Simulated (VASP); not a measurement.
Set up this calculation in VASP 6.6.1, as the native input.

| Item | Value |
| --- | --- |
| Task | relaxation of cell and atoms |
| Functional | PBE0 |
| Potentials or basis | VASP PAW PBE potentials, release 64 (I, K_sv) |
| Cutoff | 590 eV |
| k mesh | 4 × 4 × 4 |
| Occupations | gaussian, width 0.03 eV |
| Spin | no spin polarisation |
| Tolerance level | standard |
| Purpose | cell |
| Passes | 2 |
| Further INCAR settings | ALGO = Normal; EDIFF = 1e-07 |
| Share of exact exchange | 0.25 |
| Grid for exact exchange (PRECFOCK) | Accurate |

The system is KI.

```xyz
2
Lattice="0.0000 3.6021 3.6021 3.6021 0.0000 3.6021 3.6021 3.6021 0.0000" Properties=species:S:1:pos:R:3 pbc="T T T"
I     3.6021    3.6021    3.6021
K     0.0000    0.0000    0.0000
```

These files were run (other wordings do the same):

POSCAR

```
KI
1.0
    0.0000000000      3.6020626887      3.6020626887
    3.6020626887      0.0000000000      3.6020626887
    3.6020626887      3.6020626887      0.0000000000
I K
1 1
Direct
    0.5000000000      0.5000000000      0.5000000000
    0.0000000000      0.0000000000      0.0000000000
```

INCAR.step1

```
ALGO     = Normal         # electronic algorithm
EDIFF    = 1E-5           # SCF threshold, eV
EFERMI   = MIDGAP       
ENCUT    = 590            # plane-wave cutoff, eV
GGA      = PE             # functional
GGA_COMPAT= False        
ISIF     = 2              # what is computed and relaxed
ISMEAR   = 0              # smearing method
KPAR     = 2            
LASPH    = True           # aspherical terms in the spheres
LCHARG   = False          # write CHGCAR
LREAL    = False          # projectors in reciprocal space
LWAVE    = True           # write WAVECAR
NELM     = 120            # most SCF steps
PREC     = Accurate       # precision mode
SIGMA    = 0.03           # smearing width, eV
```

INCAR.step2

```
AEXX     = 0.25           # exact-exchange fraction
ALGO     = Normal         # electronic algorithm
EDIFF    = 1E-7           # SCF threshold, eV
EDIFFG   = -0.002         # ionic threshold
EFERMI   = MIDGAP       
ENCUT    = 590            # plane-wave cutoff, eV
GGA      = PE             # functional
GGA_COMPAT= False        
IBRION   = 2              # ionic algorithm
ISIF     = 3              # what is computed and relaxed
ISMEAR   = 0              # smearing method
KPAR     = 2            
LASPH    = True           # aspherical terms in the spheres
LCHARG   = False          # write CHGCAR
LHFCALC  = True           # exact exchange
LREAL    = False          # projectors in reciprocal space
LWAVE    = True           # write WAVECAR
NELM     = 120            # most SCF steps
NELMIN   = 4            
NSW      = 80             # ionic steps
PREC     = Accurate       # precision mode
PRECFOCK = Accurate     
SIGMA    = 0.03           # smearing width, eV
```

INCAR.step4

```
AEXX     = 0.25           # exact-exchange fraction
ALGO     = Normal         # electronic algorithm
EDIFF    = 1E-7           # SCF threshold, eV
EFERMI   = MIDGAP       
ENCUT    = 590            # plane-wave cutoff, eV
GGA      = PE             # functional
GGA_COMPAT= False        
ISIF     = 2              # what is computed and relaxed
ISMEAR   = 0              # smearing method
KPAR     = 2            
LASPH    = True           # aspherical terms in the spheres
LCHARG   = False          # write CHGCAR
LHFCALC  = True           # exact exchange
LREAL    = False          # projectors in reciprocal space
LWAVE    = False          # write WAVECAR
NELM     = 120            # most SCF steps
PREC     = Accurate       # precision mode
PRECFOCK = Accurate     
SIGMA    = 0.03           # smearing width, eV
```

KPOINTS

```
Automatic mesh
0
Gamma
  4 4 4
  0 0 0
```

Potentials or basis: VASP PAW PBE potentials, release 64 (I, K_sv).

The run is started by

```bash
$ cat potpaw_PBE.64/I/POTCAR potpaw_PBE.64/K_sv/POTCAR > POTCAR
$ cp INCAR.step1 INCAR
$ cp POSCAR.step1 POSCAR
$ mpirun -np 2 vasp_std > vasp.out
$ cp INCAR.step2 INCAR
$ mpirun -np 2 vasp_std > vasp.out
$ cp CONTCAR POSCAR
$ mpirun -np 2 vasp_std > vasp.out
$ cp CONTCAR POSCAR
$ cp INCAR.step4 INCAR
$ mpirun -np 2 vasp_std > vasp.out
```

Results of the run:

```
Relaxed volume                        : 45.46 Å³/atom
Relaxed cell                          : a = 5.047 Å, b = 5.047 Å, c = 5.047 Å, α = 60.00°, β = 60.00°, γ = 60.00°
Space group after relaxing (to 0.1 Å) : Fm-3m (No. 225)
Energy gained by relaxing             : 1.1 meV/atom
Ionic steps                           : 5
Pressure after relaxing               : 0.0 GPa
Band gap on the k mesh                : 5.59 eV
```

Caveat: the PAW data sets were made with another functional, which shifts forces and pressure a little; spin-orbit coupling is left out, which moves the levels of the heavy elements.

It took 43 min on 2 MPI ranks on Intel(R) Xeon(R) 6975P-C (Granite Rapids), with other jobs on the host, peak memory 0.28 GiB a rank.
